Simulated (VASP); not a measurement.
# Os (P6_3/mmc) in VASP: a series of runs, part 2 of 2

VASP 6.6.1. The steps go on from the part before.

## 4. Single point, r2SCAN (13.17 Å³/atom)

This run uses another cell than the first one, of 13.17 Å³/atom.

POSCAR

```
Os
1.0
    2.6777375522      0.0000000000      0.0000000000
   -1.3388687761      2.3189887448      0.0000000000
    0.0000000000      0.0000000000      4.2427731448
Os
2
Direct
    0.3333333333      0.6666666667      0.2500000000
    0.6666666667      0.3333333333      0.7500000000
```

INCAR.step1

```
  ALGO = Normal
  EDIFF = 1E-4
  ENCUT = 520
  GGA = PE
  ISMEAR = 0
  LASPH = T
  LCHARG = F
  LREAL = F
  LWAVE = T
  NBANDS = 15
  NELM = 60
  PREC = Accurate
  SIGMA = 0.1
```

INCAR.step2

```
  ALGO = Normal
  EDIFF = 1E-6
  ENCUT = 520
  ISIF = 2
  ISMEAR = 0
  ISTART = 1
  LASPH = T
  LCHARG = F
  LMIXTAU = T
  LREAL = F
  LWAVE = F
  METAGGA = R2SCAN
  NBANDS = 15
  NELM = 60
  PREC = Accurate
  SIGMA = 0.1
```

KPOINTS

```
k-points
0
Gamma
  18 18 10
```

Run with:

```sh
$ cat potpaw_PBE.64/Os/POTCAR > POTCAR
$ cp INCAR.step1 INCAR
$ mpirun -np 1 vasp_std > vasp.out
$ cp INCAR.step2 INCAR
$ mpirun -np 1 vasp_std > vasp.out
```

Wall time 6.4 min (1 thread of Oxide Virtual Turin-like, shared host); peak memory 0.17 GiB.

It converged, with:

| Item | Value |
| --- | --- |
| Free energy | -105.8390 eV |
| Pressure | 32.6 GPa |
| Band gap on the k mesh | zero (bands 8 and 9 overlap by 4.52 eV) |

Levels at points of the mesh, in eV from the Fermi level:
```csv
k point,band 4,band 5,band 6,band 7,band 8,band 9,band 10,band 11,band 12,band 13
"(0.00, 0.00, 0.00)",-3.47,-3.21,-2.52,-2.52,-1.75,-1.75,-0.01,1.92,1.92,10.30
"(0.50, 0.00, 0.00)",-4.02,-3.19,-2.94,-2.13,2.37,3.00,3.10,5.04,6.49,10.43
"(0.00, 0.00, 0.50)",-4.04,-3.68,-3.68,-3.68,-3.68,1.03,1.03,1.03,1.03,14.44
"(0.50, 0.00, 0.50)",-6.09,-1.37,-1.37,-0.17,-0.17,2.75,2.75,3.74,3.74,10.40
```

Caveat: the cell stands under pressure; the PAW data sets were made with another functional, which shifts forces and pressure a little; spin-orbit coupling is left out, which moves the levels of the heavy elements.

## 5. Single point, r2SCAN (13.59 Å³/atom)

This run uses another cell than the first one, of 13.59 Å³/atom.

POSCAR

```
Os
1.0
    2.7072574958      0.0000000000      0.0000000000
   -1.3536287479      2.3445537659      0.0000000000
    0.0000000000      0.0000000000      4.2832219596
Os
2
Direct
    0.3333333333      0.6666666667      0.2500000000
    0.6666666667      0.3333333333      0.7500000000
```

INCAR.step1

```
SYSTEM = Os
PREC = Accurate ; ENCUT = 520
ISMEAR = 0 ; SIGMA = 0.1
LREAL = .False. ; LASPH = .True.
NELM = 60 ; NBANDS = 15
GGA = PE ; ALGO = Normal
EDIFF = 1E-4 ; LWAVE = .True.
LCHARG = .False.
```

INCAR.step2

```
SYSTEM = Os
PREC = Accurate ; ENCUT = 520
EDIFF = 1E-6 ; ISMEAR = 0
SIGMA = 0.1 ; LREAL = .False.
LASPH = .True. ; NELM = 60
ALGO = Normal ; ISIF = 2
LWAVE = .False. ; LCHARG = .False.
METAGGA = R2SCAN ; LMIXTAU = .True.
NBANDS = 15 ; ISTART = 1
```

KPOINTS

```
Automatic mesh
0
Gamma
  18 18 10
  0 0 0
```

Run with:

```sh
$ cat potpaw_PBE.64/Os/POTCAR > POTCAR
$ cp INCAR.step1 INCAR
$ mpirun -np 1 vasp_std > vasp.out
$ cp INCAR.step2 INCAR
$ mpirun -np 1 vasp_std > vasp.out
```

Run time: 4.7 min. Hardware: 1 thread of Oxide Virtual Turin-like, shared host; peak memory 0.17 GiB.

Results (log left out):

| Quantity | Value |
| --- | --- |
| Free energy | -105.9643 eV |
| Pressure | 15.4 GPa |
| Band gap on the k mesh | zero (bands 8 and 9 overlap by 4.29 eV) |

Levels at points of the mesh, in eV from the Fermi level:
```csv
k point,band 4,band 5,band 6,band 7,band 8,band 9,band 10,band 11,band 12,band 13
"(0.00, 0.00, 0.00)",-3.31,-3.05,-2.41,-2.41,-1.69,-1.69,0.00,1.83,1.83,9.91
"(0.50, 0.00, 0.00)",-3.85,-3.12,-2.82,-2.04,2.23,2.83,2.94,4.80,6.21,10.13
"(0.00, 0.00, 0.50)",-3.87,-3.52,-3.52,-3.52,-3.52,0.97,0.97,0.97,0.97,14.45
"(0.50, 0.00, 0.50)",-5.82,-1.31,-1.31,-0.18,-0.18,2.59,2.59,3.57,3.57,9.99
```

Caveat: the cell stands under pressure; the PAW data sets were made with another functional, which shifts forces and pressure a little; spin-orbit coupling is left out, which moves the levels of the heavy elements.

## 6. Single point, r2SCAN

POSCAR

```
Os
1.0
    2.7363086563      0.0000000000      0.0000000000
   -1.3681543282      2.3697128090      0.0000000000
    0.0000000000      0.0000000000      4.3224283917
Os
2
Direct
    0.3333333333      0.6666666667      0.2500000000
    0.6666666667      0.3333333333      0.7500000000
```

INCAR.step1

```
SYSTEM = Os
ALGO = Normal ; EDIFF = 1E-4
ENCUT = 520 ; GGA = PE
ISMEAR = 0 ; LASPH = .TRUE.
LCHARG = .FALSE. ; LREAL = .FALSE.
LWAVE = .TRUE. ; NBANDS = 15
NELM = 100 ; PREC = Accurate
SIGMA = 0.1
```

INCAR.step2

```
SYSTEM = Os
ALGO = Normal ; EDIFF = 1E-7
ENCUT = 520 ; ISIF = 2
ISMEAR = 0 ; ISTART = 1
LASPH = .TRUE. ; LCHARG = .FALSE.
LMIXTAU = .TRUE. ; LREAL = .FALSE.
LWAVE = .FALSE. ; METAGGA = R2SCAN
NBANDS = 15 ; NELM = 100
PREC = Accurate ; SIGMA = 0.1
```

KPOINTS

```
k-points
0
G
  18 18 10
  0 0 0
```

Potentials or basis: VASP PAW PBE potentials, release 64 (Os).

Run with:

```sh
$ cat potpaw_PBE.64/Os/POTCAR > POTCAR
$ cp INCAR.step1 INCAR
$ mpirun -np 1 vasp_std > vasp.out
$ cp INCAR.step2 INCAR
$ mpirun -np 1 vasp_std > vasp.out
```

Wall time 7.1 min (1 thread of Oxide Virtual Turin-like, shared host); peak memory 0.18 GiB.

The run converged. Its results:

```
Free energy            : -106.0068 eV
Pressure               : 1.0 GPa
Band gap on the k mesh : zero (bands 8 and 9 overlap by 4.07 eV)
```

Levels at points of the mesh, in eV from the Fermi level:
| k point | band 4 | band 5 | band 6 | band 7 | band 8 | band 9 | band 10 | band 11 | band 12 | band 13 |
| --- | --- | --- | --- | --- | --- | --- | --- | --- | --- | --- |
| (0.00, 0.00, 0.00) | -3.17 | -2.90 | -2.30 | -2.30 | -1.64 | -1.64 | 0.01 | 1.75 | 1.75 | 9.55 |
| (0.50, 0.00, 0.00) | -3.70 | -3.05 | -2.70 | -1.95 | 2.10 | 2.68 | 2.79 | 4.58 | 5.96 | 9.84 |
| (0.00, 0.00, 0.50) | -3.72 | -3.38 | -3.38 | -3.38 | -3.38 | 0.92 | 0.92 | 0.92 | 0.92 | 14.44 |
| (0.50, 0.00, 0.50) | -5.56 | -1.26 | -1.26 | -0.18 | -0.18 | 2.45 | 2.45 | 3.42 | 3.42 | 9.61 |

Caveat: the PAW data sets were made with another functional, which shifts forces and pressure a little; spin-orbit coupling is left out, which moves the levels of the heavy elements.

## 7. Summary

| cell | smearing | gap on the mesh (eV) | pressure (GPa) |
| --- | --- | --- | --- |
| a = 2.736, b = 2.736, c = 4.322 Å, angles 90.0, 90.0, 120.0°, 2 atoms | gaussian 0.1 eV | none | 1.0 |
| a = 2.738, b = 2.738, c = 4.320 Å, angles 90.0, 90.0, 120.0°, 2 atoms | fermi-dirac 0.15 eV | none | 1.0 |
| a = 2.678, b = 2.678, c = 4.243 Å, angles 90.0, 90.0, 120.0°, 2 atoms | gaussian 0.1 eV | none | 32.6 |
| a = 2.707, b = 2.707, c = 4.283 Å, angles 90.0, 90.0, 120.0°, 2 atoms | gaussian 0.1 eV | none | 15.4 |

Alike in all rows: task single point; level r2SCAN; potentials or basis VASP PAW PBE potentials, release 64 (Os); no spin polarisation; k mesh 18 × 18 × 10; cutoff (eV) 520.

Caveats: the PAW data sets were made with another functional, which shifts forces and pressure a little; spin-orbit coupling is left out, which moves the levels of the heavy elements; the cell stands under pressure (at least some runs).

Absolute energies hang on the potentials; compare differences alone.
